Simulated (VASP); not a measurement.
Set up this calculation in VASP 6.6.1, as the native input.

- Task: single point
- Functional: HSE06
- Potentials or basis: VASP PAW PBE potentials, release 64 (K_sv, Ta_pv, O)
- Cutoff: 520 eV
- k mesh: 4 × 4 × 4
- Occupations: gaussian, width 0.01 eV
- Spin: no spin polarisation
- Dipole correction: no
- Grid for exact exchange (PRECFOCK): Fast
- Further INCAR settings: ALGO = Normal; EDIFF = 1e-06; NBANDS = 27
- Share of exact exchange: 0.25
- Screening parameter: 0.2079 1/Å

Crystal: KTaO3.

```
K Ta O
1.0
     4.14974    0.00000    0.00000
     0.00000    4.14974    0.00000
     0.00000    0.00000    3.93862
K Ta O
1 1 3
Direct
  0.00000 0.00000 0.00000
  0.50000 0.50000 0.50000
  0.50000 0.50000 0.00000
  0.50000 0.00000 0.50000
  0.00000 0.50000 0.50000
```

This cell differs from its parent crystal: epitaxial xy strain +4.0%.

One way to write it, as run:

POSCAR

```
KTaO3
1.0
    4.1497363471      0.0000000000      0.0000000000
    0.0000000000      4.1497363471      0.0000000000
    0.0000000000      0.0000000000      3.9386226160
K Ta O
1 1 3
Direct
    0.0000000000      0.0000000000      0.0000000000
    0.5000000000      0.5000000000      0.5000000000
    0.5000000000      0.5000000000      0.0000000000
    0.5000000000      0.0000000000      0.5000000000
    0.0000000000      0.5000000000      0.5000000000
```

INCAR.step1

```
SYSTEM = KTaO3
ALGO     = Normal         ! electronic algorithm
EDIFF    = 1E-5           ! SCF threshold, eV
ENCUT    = 520            ! plane-wave cutoff, eV
GGA      = PE             ! functional
ISIF     = 2              ! what is computed and relaxed
ISMEAR   = 0              ! smearing method
KPAR     = 4            
LASPH    = .TRUE.         ! aspherical terms in the spheres
LCHARG   = .FALSE.        ! write CHGCAR
LREAL    = .FALSE.        ! projectors in reciprocal space
LWAVE    = .TRUE.         ! write WAVECAR
NBANDS   = 27             ! bands
NELM     = 100            ! most SCF steps
PREC     = Accurate       ! precision mode
SIGMA    = 0.01           ! smearing width, eV
```

INCAR.step2

```
SYSTEM = KTaO3
ALGO     = Normal         ! electronic algorithm
EDIFF    = 1E-6           ! SCF threshold, eV
ENCUT    = 520            ! plane-wave cutoff, eV
GGA      = PE             ! functional
HFSCREEN = 0.2079         ! screening, 1/A
ISIF     = 2              ! what is computed and relaxed
ISMEAR   = 0              ! smearing method
ISTART   = 1            
KPAR     = 4            
LASPH    = .TRUE.         ! aspherical terms in the spheres
LCHARG   = .FALSE.        ! write CHGCAR
LHFCALC  = .TRUE.         ! exact exchange
LREAL    = .FALSE.        ! projectors in reciprocal space
LWAVE    = .FALSE.        ! write WAVECAR
NBANDS   = 27             ! bands
NELM     = 100            ! most SCF steps
PREC     = Accurate       ! precision mode
PRECFOCK = Fast         
SIGMA    = 0.01           ! smearing width, eV
```

KPOINTS

```
k-points
0
G
  4 4 4
  0 0 0
```

Potentials or basis: VASP PAW PBE potentials, release 64 (K_sv, Ta_pv, O).

Launch:

```sh
$ cat potpaw_PBE.64/K_sv/POTCAR potpaw_PBE.64/Ta_pv/POTCAR potpaw_PBE.64/O/POTCAR > POTCAR
$ cp INCAR.step1 INCAR
$ mpirun -np 4 vasp_std > vasp.out
$ cp INCAR.step2 INCAR
$ mpirun -np 4 vasp_std > vasp.out
```

Results of the run:

The pressure is -11.4 GPa and the band gap on the k mesh is 3.17 eV (least direct gap 3.85 eV).

Caveat: the cell differs from its parent crystal (epitaxial xy strain +4.0%); the stress differs along the axes, from -17 to -0 GPa; the PAW data sets were made with another functional, which shifts forces and pressure a little; spin-orbit coupling is left out, which moves the levels of the heavy elements.

It took 17 min on 4 MPI ranks on Oxide Virtual Turin-like Processor, with other jobs on the host, peak memory 0.28 GiB a rank.
